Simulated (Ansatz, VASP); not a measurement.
## Nb in VASP and in Ansatz

The input INCAR:

```
PREC = Accurate
ENCUT = 500
EDIFF = 1E-6
ISMEAR = 1
SIGMA = 0.01
LREAL = F
LASPH = T
NELM = 200
ALGO = Normal
ISIF = 2
LWAVE = F
LCHARG = T
LMAXMIX = 4
LDAU = T
LDAUTYPE = 2
LDAUL = 2
LDAUU = 4
LDAUJ = 0
LDAUPRINT = 1
GGA = CA
LELF = T
LVHAR = T
NBANDS = 12
GGA_COMPAT = F
```

Contents of KPOINTS:

```
Automatic mesh
0
Gamma
  11 11 11
```

File POSCAR:

```
Nb
1.0
   -1.6858465900      1.6858465900      1.6858465900
    1.6858465900     -1.6858465900      1.6858465900
    1.6858465900      1.6858465900     -1.6858465900
Nb
1
Direct
    0.0000000000      0.0000000000      0.0000000000
```

input.yaml

```yaml
crystal:
  lattice:
    - [-1.68584659, 1.68584659, 1.68584659]
    - [1.68584659, -1.68584659, 1.68584659]
    - [1.68584659, 1.68584659, -1.68584659]
  atoms:
    - { symbol: Nb, position: [0.0, 0.0, 0.0] }
kpoints:
  mp_grid: { grid: [11, 11, 11] }
scf:
  occupations: { method: methfessel_paxton, width: 0.01 }
hamiltonian:
  xc: lda
  pseudopotentials: { kind: all_electron, lapw: { basis_error: 0.0005 } }
  hubbard:
    sites: [{ species: Nb, l: d, u_eff: 4 }]
    double_counting: fll
    projectors: ortho-atomic
output:
  forces: true
  stress: true
  eigenvalues: true
  hubbard: {}
```

Change from the starting cell: volume scaled by 1.04.

Alike in both runs: task single point; functional LDA; k mesh 11 × 11 × 11; occupations methfessel-paxton of order 1, width 0.01 eV; no spin polarisation; Hubbard terms Nb d U = 4.0 eV.

|  | VASP | Ansatz |
| --- | --- | --- |
| version | VASP 6.6.1 | Ansatz 0.2.0 |
| potentials or method | VASP PAW LDA potentials, release 64 (Nb_sv), cutoff 500 eV | all-electron LAPW, scalar-relativistic |

Ansatz gave:

* gap on the k mesh at the Fermi level (eV): none
* pressure (GPa): -14.9

Task: Which values does VASP return?

Result: gap on the k mesh at the Fermi level (eV): none; pressure (GPa): -7.8.

LDA's correlation is that of Perdew and Zunger in VASP and of Perdew and Wang (1992) in Ansatz. The programs project onto different local orbitals, so the same U acts differently, and such runs can settle in different states. A gap of «none» marks a metal or a gap that the smearing closes. Ansatz ran all-electron here, and VASP with PAW potentials.

Noted on Ansatz's run: U is the effective U less J, on atomic orbitals that reach past the spheres.
